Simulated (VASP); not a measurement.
Crystal: Sn2Te3Se.

```
Sn Te Se
1.0
     5.18820    0.00000    0.00000
    -2.59410    4.49312    0.00000
     0.00000    0.00000    8.12757
Sn Te Se
2 3 1
Direct
  0.33333 0.66667 0.50000
  0.66667 0.33333 0.50000
  0.33333 0.66667 0.00000
  0.66667 0.33333 0.00000
  0.00000 0.00000 0.50000
  0.00000 0.00000 0.00000
```

The cell was generated, and may not be a known phase.

```yaml
Program: VASP 6.6.1
Task: relaxation of cell and atoms
Functional: PBE
Potentials_or_basis: VASP PAW PBE potentials, release 64 (Sn_d, Te, Se)
Cutoff: 600 eV
k_mesh: 6 × 6 × 2
Occupations: gaussian, width 0.1 eV
Spin: no spin polarisation
```

At the start: pressure 5.4 GPa; volume 31.58 Å³/atom.

Problem. Where does the relaxation end?

Solution. Over 21 steps the energy falls by 207.3 meV/atom and the volume is 29.51 Å³/atom (-6.6 %); space group P6/mmm (No. 191, to 0.1 Å) before and after.

Step by step:
```csv
step,energy change (eV),largest force (eV/Å),pressure (GPa),volume (Å³)
1,0.0000,0.0000,5.42,189.46
2,-0.3685,0.0000,-4.07,219.13
3,-0.5976,0.0000,-1.49,206.03
4,-0.5977,0.0000,-1.40,205.69
5,-0.7055,0.0000,-1.15,199.21
6,-0.8747,0.0000,-0.03,185.74
7,-0.9165,0.0000,6.19,158.98
8,-0.9380,0.0000,0.79,179.69
9,-1.0786,0.0000,2.76,169.31
10,-1.0619,0.0000,4.21,164.14
11,-1.0855,0.0000,3.18,167.66
12,-1.1193,0.0000,3.28,166.80
13,-1.1254,0.0000,3.40,166.25
14,-1.1606,0.0000,2.80,168.03
15,-1.2278,0.0000,1.09,173.44
16,-1.2003,0.0000,-1.76,184.59
17,-1.2414,0.0000,-0.11,177.63
18,-1.2415,0.0000,-0.03,177.36
19,-1.2423,0.0000,-0.01,177.32
20,-1.2435,0.0000,-0.02,177.23
21,-1.2436,0.0000,0.01,177.04
```

Final structure:
```
Sn Te Se
1.0
     5.62477    0.00000    0.00000
    -2.81239    4.87119    0.00000
     0.00000    0.00000    6.46151
Sn Te Se
2 3 1
Direct
  0.33333 0.66667 0.50000
  0.66667 0.33333 0.50000
  0.33333 0.66667 0.00000
  0.66667 0.33333 0.00000
  0.00000 0.00000 0.50000
  0.00000 0.00000 0.00000
```

Caveat: the k points lie up to 0.49 Å⁻¹ apart in the final cell, too coarse for converged energies and pressures of a metal; a cell axis changed by over 15 % at a fixed basis, so the end point is rough.
